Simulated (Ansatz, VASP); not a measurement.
## One calculation of Ru, two programs

INCAR

```
SYSTEM = Ru
ALGO = Normal ; EDIFF = 1E-6
EDIFFG = -0.02 ; ENCUT = 600
GGA = RP ; IBRION = 2
ISIF = 3 ; ISMEAR = -1
IVDW = 13 ; LASPH = .TRUE.
LCHARG = .FALSE. ; LREAL = .FALSE.
LWAVE = .FALSE. ; NELM = 60
NSW = 80 ; PREC = Accurate
SIGMA = 0.05
```

File KPOINTS:

```
k-points
0
G
  11 11 6
  0 0 0
```

File POSCAR:

```
Ru
1.0
    2.7058000000      0.0000000000      0.0000000000
   -1.3529000000      2.3432915376      0.0000000000
    0.0000000000      0.0000000000      4.2819000000
Ru
2
Direct
    0.6666666667      0.3333333333      0.7500000000
    0.3333333333      0.6666666667      0.2500000000
```

File input.yaml:

```yaml
crystal:
  lattice:
    - [2.7058, 0.0, 0.0]
    - [-1.3529, 2.3432915376, 0.0]
    - [0.0, 0.0, 4.2819]
  atoms:
    - { symbol: Ru, position: [0.6666666667, 0.3333333333, 0.75] }
    - { symbol: Ru, position: [0.3333333333, 0.6666666667, 0.25] }
kpoints:
  mp_grid: { grid: [11, 11, 6] }
scf:
  occupations: { method: fermi_dirac, width: 0.05 }
hamiltonian:
  xc: rpbe
  dispersion: d4
  pseudopotentials: { kind: all_electron, lapw: { basis_error: 0.001 } }
output:
  forces: true
  stress: true
relax:
  f_tol: 0.02
  max_steps: 60
  cell: {}
```

Alike in both runs: task relaxation of cell and atoms; functional RPBE; dispersion D4; k mesh 11 × 11 × 6; occupations fermi-dirac, width 0.05 eV; no spin polarisation.

|  | VASP | Ansatz |
| --- | --- | --- |
| version | VASP 6.6.1 | Ansatz 0.2.0 |
| potentials or method | VASP PAW PBE potentials, release 64 (Ru_pv), cutoff 600 eV | all-electron LAPW, scalar-relativistic |

```tsv
	VASP	Ansatz	Ansatz less VASP
relaxed volume (Å³/atom)	13.48	13.48	0.000
relaxed length of the cell vector where the two differ most in proportion (Å)	4.272	4.273	+0.0009
```

VASP's potentials were made for PBE, not for RPBE. Ansatz ran all-electron here, and VASP with PAW potentials.
